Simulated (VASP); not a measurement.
# Ca (Im-3m) in VASP: notebook

Runs on Ca. Level: LDA. Tasks: single point, relaxation of cell and atoms.

Everything below comes from runs of VASP 6.6.1. Logs are shortened: lines on timing, memory, paths and dates and some standing lists are left out, and cuts for length are marked.

### 1 The cell of the first run

Symmetry: Im-3m, No. 229, cubic system. The conventional cell has a = 3.586 Å, b = 3.586 Å, c = 3.586 Å, α = 90.00°, β = 90.00°, γ = 90.00°. Ca (site symmetry m-3m) has 14 Ca at 3.11 to 3.59 Å within 4.1 Å.

### 2 Single point, LDA

File INCAR:

```
SYSTEM = Ca
  ALGO = Normal
  EDIFF = 1E-6
  ENCUT = 500
  GGA_COMPAT = .False.
  ISIF = 2
  ISMEAR = 0
  LASPH = .True.
  LCHARG = .False.
  LREAL = .False.
  LWAVE = .False.
  NBANDS = 11
  NELM = 120
  PREC = Accurate
  SIGMA = 0.1
```

File KPOINTS:

```
k-points
0
Gamma
  7 7 7
  0 0 0
```

File POSCAR:

```
Ca
1.0
    1.7928865678      1.7928865678      1.7928865678
   -1.7928865678      1.7928865678      1.7928865678
   -1.7928865678     -1.7928865678      1.7928865678
Ca
1
Direct
    0.0000000000      0.0000000000      0.0000000000
```

Potentials or basis: VASP PAW LDA potentials, release 64 (Ca_sv).

The run is started by

```sh
$ cat potpaw_LDA.64/Ca_sv/POTCAR > POTCAR
$ mpirun -np 1 vasp_std > vasp.out
```

OUTCAR:

```text
SYSTEM = Ca
   EDIFF = 1E-6
   ENCUT = 500
   ISIF = 2
   ISMEAR = 0
   LASPH = .True.
   LREAL = .False.
   NELM = 120
   PREC = Accurate

 ion  position               nearest neighbor table
   1  0.000  0.000  0.000-

  LATTYP: Found a body centered cubic cell.
 ALAT       =     3.5857731356

  Lattice vectors:

 A1 = (   1.7928865678,  -1.7928865678,  -1.7928865678)
 A2 = (   1.7928865678,   1.7928865678,   1.7928865678)
 A3 = (  -1.7928865678,  -1.7928865678,   1.7928865678)

Analysis of symmetry for initial positions (statically):
=====================================================================
 Subroutine PRICEL returns:
 Original cell was already a primitive cell.

 Routine SETGRP: Setting up the symmetry group for a
 body centered cubic supercell.

 Subroutine GETGRP returns: Found 48 space group operations
 (whereof 48 operations were pure point group operations)
 out of a pool of 48 trial point group operations.

The static configuration has the point symmetry O_h .

Analysis of symmetry for dynamics (positions and initial velocities):
=====================================================================
 Subroutine PRICEL returns:
 Original cell was already a primitive cell.

 Routine SETGRP: Setting up the symmetry group for a
 body centered cubic supercell.

 Subroutine GETGRP returns: Found 48 space group operations
 (whereof 48 operations were pure point group operations)
 out of a pool of 48 trial point group operations.

The dynamic configuration has the point symmetry O_h .

 Subroutine INISYM returns: Found 48 space group operations
 (whereof 48 operations are pure point group operations),
 and found     1 'primitive' translations

----------------------------------------------------------------------------------------

                                     Primitive cell

  volume of cell :      23.0525

  direct lattice vectors                    reciprocal lattice vectors
     1.792886568  1.792886568  1.792886568     0.278879885  0.000000000  0.278879885
    -1.792886568  1.792886568  1.792886568    -0.278879885  0.278879885  0.000000000
    -1.792886568 -1.792886568  1.792886568     0.000000000 -0.278879885  0.278879885

  length of vectors
     3.105370628  3.105370628  3.105370628     0.394395716  0.394395716  0.394395716

  position of ions in fractional coordinates (direct lattice)
     0.000000000  0.000000000  0.000000000

  ion indices of the primitive-cell ions
   primitive index   ion index
                 1           1

----------------------------------------------------------------------------------------

 KPOINTS: k-points

Automatic generation of k-mesh.
 Grid dimensions read from file:
 generate k-points for:    7    7    7

 Generating k-lattice:

  Cartesian coordinates                     Fractional coordinates (reciprocal lattice)
     0.039839984  0.000000000  0.039839984     0.142857143  0.000000000  0.000000000
    -0.039839984  0.039839984  0.000000000     0.000000000  0.142857143  0.000000000
     0.000000000 -0.039839984  0.039839984     0.000000000  0.000000000  0.142857143

  Length of vectors
     0.056342245  0.056342245  0.056342245

  Shift w.r.t. Gamma in fractional coordinates (k-lattice)
     0.000000000  0.000000000  0.000000000

 Subroutine IBZKPT returns following result:
 ===========================================

 Found     20 irreducible k-points:

 Following reciprocal coordinates:
            Coordinates               Weight
  0.000000  0.000000  0.000000      1.000000
  0.142857  0.000000  0.000000     12.000000
  0.285714  0.000000  0.000000     12.000000
  0.428571  0.000000  0.000000     12.000000
  0.285714  0.142857  0.000000     24.000000
  0.428571  0.142857  0.000000     48.000000
[... 12 lines left out ...]
 -0.428571  0.428571  0.285714      8.000000
  0.428571  0.428571  0.428571      6.000000
   k-points           NKPTS =     20   k-points in BZ     NKDIM =     20   number of bands    NBANDS=     11
   number of dos      NEDOS =    301   number of ions     NIONS =      1
   total plane-waves  NPLWV =  13824
   dimension x,y,z NGX =    24 NGY =   24 NGZ =   24
   dimension x,y,z NGXF=    48 NGYF=   48 NGZF=   48
   ions per type =               1
   NGX,Y,Z   is equivalent  to a cutoff of  12.85, 12.85, 12.85 a.u.
   NGXF,Y,Z  is equivalent  to a cutoff of  25.70, 25.70, 25.70 a.u.
 SYSTEM =  Ca
   PREC   = accura    normal or accurate (medium, high low for compatibility)
   ISTART =      0    job   : 0-new  1-cont  2-samecut
   ICHARG =      2    charge: 1-file 2-atom 10-const
   ISPIN  =      1    spin polarized calculation?
   LNONCOLLINEAR =      F non collinear calculations
   LSORBIT =      F    spin-orbit coupling
   LASPH  =      T    aspherical Exc in radial PAW
   ENCUT  =  500.0 eV  36.75 Ry    6.06 a.u.   5.66  5.66  5.66*2*pi/ulx,y,z
   NELM   =    120;   NELMIN=  2; NELMDL= -5     # of ELM steps
   EDIFF  = 0.1E-05   stopping-criterion for ELM
[... 30 lines left out ...]
 non-spin polarized calculation
 Gauss-broadening in eV      SIGMA  =   0.10
  energy-cutoff  :      500.00
  volume of cell :       23.05
 maximum number of plane-waves:       603
   NGX = 11   NGY = 11   NGZ = 11

 number of electron      10.0000001 magnetization

 Free energy of the ion-electron system (eV)
  ---------------------------------------------------
  ext. energy  EPLUGINS =         0.00000000
  ---------------------------------------------------
  free energy    TOTEN  =        -1.53385774 eV

  energy without entropy =       -1.52413890  energy(sigma->0) =       -1.52899832

 E-fermi :   4.5903     XC(G=0): -10.1864

 val. band max:        4.5868776805   @ k =  -0.4286   0.2857   0.0000
 cond. band min:       4.6162510881   @ k =   0.4286   0.2857   0.2857
 fundamental gap:      0.0293734076
 Fermi energy:         4.5902934282

 k-point     1 :       0.0000    0.0000    0.0000
  band No.  band energies     occupation
      1     -35.6550      2.00000
      2     -16.4594      2.00000
      3     -16.4594      2.00000
      4     -16.4594      2.00000
      5       0.0209      2.00000
      6       7.7479      0.00000
      7       7.7479      0.00000
      8       7.7479      0.00000
      9       9.6992      0.00000
     10       9.6992      0.00000
     11      18.6485      0.00000

 k-point     2 :       0.1429    0.0000    0.0000
  band No.  band energies     occupation
      1     -35.6171      2.00000
      2     -16.6710      2.00000
      3     -16.5190      2.00000
      4     -16.4621      2.00000
      5       0.6586      2.00000
      6       7.3340      0.00000
      7       7.4346      0.00000
      8       8.3123      0.00000
      9       9.3126      0.00000
     10       9.7141      0.00000
     11      18.8162      0.00000

 k-point     3 :       0.2857    0.0000    0.0000
  band No.  band energies     occupation
      1     -35.5307      2.00000
      2     -17.1200      2.00000
      3     -16.6502      2.00000
      4     -16.4684      2.00000
      5       2.1658      2.00000
      6       6.4209      0.00000
      7       6.5592      0.00000
      8       9.4848      0.00000
      9       9.8309      0.00000
     10       9.8982      0.00000
     11      17.5056      0.00000

 k-point     4 :       0.4286    0.0000    0.0000
  band No.  band energies     occupation
      1     -35.4602      2.00000
      2     -17.4577      2.00000
      3     -16.7526      2.00000
      4     -16.4737      2.00000
      5       3.2475      2.00000
      6       6.0411      0.00000
      7       6.2446      0.00000
      8       9.7607      0.00000
      9      10.2539      0.00000
     10      11.5662      0.00000
     11      15.3225      0.00000
[... 183 lines left out ...]
 k-point    18 :       0.4286    0.2857    0.2857
  band No.  band energies     occupation
      1     -35.3754      2.00000
      2     -17.2563      2.00000
      3     -16.9840      2.00000
      4     -16.8979      2.00000
      5       4.2309      2.00000
      6       4.6163      0.71355
      7       8.2225      0.00000
      8       8.4205      0.00000
      9      11.2010      0.00000
     10      11.3008      0.00000
     11      15.1026      0.00000

 k-point    19 :      -0.4286    0.4286    0.2857
  band No.  band energies     occupation
      1     -35.3502      2.00000
      2     -17.1746      2.00000
      3     -17.1746      2.00000
      4     -16.9156      2.00000
      5       4.2530      2.00000
      6       4.2530      2.00000
      7       7.9941      0.00000
      8      10.3394      0.00000
      9      10.3394      0.00000
     10      13.6682      0.00000
     11      13.6682      0.00000

 k-point    20 :       0.4286    0.4286    0.4286
  band No.  band energies     occupation
      1     -35.3277      2.00000
      2     -17.1518      2.00000
      3     -17.1073      2.00000
      4     -17.1073      2.00000
      5       3.8918      2.00000
      6       3.9206      2.00000
      7      10.1765      0.00000
      8      10.1765      0.00000
      9      11.1830      0.00000
     10      11.6707      0.00000
     11      13.9091      0.00000

------------------------ aborting loop because EDIFF is reached ----------------------------------------

  FORCE on cell =-STRESS in cart. coord.  units (eV):
  Direction    XX          YY          ZZ          XY          YZ          ZX
  --------------------------------------------------------------------------------------
  -------------------------------------------------------------------------------------
  Total        2.8945218      2.8945218      2.8945218      0.0000000     -0.0000000      0.0000000
  in kB      201.1726673    201.1726673    201.1726673      0.0000000     -0.0000000      0.0000000
  external PRESSURE =     201.1726673 kB  Pullay stress =       0.0000000 kB

 VOLUME and BASIS-vectors are now :
 -----------------------------------------------------------------------------
  energy-cutoff  :      500.00
  volume of cell :       23.05
      direct lattice vectors                 reciprocal lattice vectors
     1.792886568  1.792886568  1.792886568     0.278879885  0.000000000  0.278879885
    -1.792886568  1.792886568  1.792886568    -0.278879885  0.278879885  0.000000000
    -1.792886568 -1.792886568  1.792886568     0.000000000 -0.278879885  0.278879885

 POSITION                                       TOTAL-FORCE (eV/Angst)
 -----------------------------------------------------------------------------------
      0.00000      0.00000      0.00000        -0.000000      0.000000      0.000000
 -----------------------------------------------------------------------------------
    total drift:                                0.000000      0.000000      0.000000

  FREE ENERGIE OF THE ION-ELECTRON SYSTEM (eV)
  ---------------------------------------------------
  free  energy   TOTEN  =        -1.5338577385 eV

  energy  without entropy=       -1.5241388998  energy(sigma->0) =       -1.52899832
```

Wall time 5.2 s (1 thread of AMD EPYC 7R43 (Zen 3), shared host); peak memory 0.09 GiB.

What came out:

| Item | Value |
| --- | --- |
| Free energy | -1.5339 eV |
| Pressure | 20.1 GPa |
| Band gap on the k mesh | zero (band 5 reaches 5.17 eV, above the bottom of band 6 at 3.92 eV) |

(Part 1 of 2 ends here.)
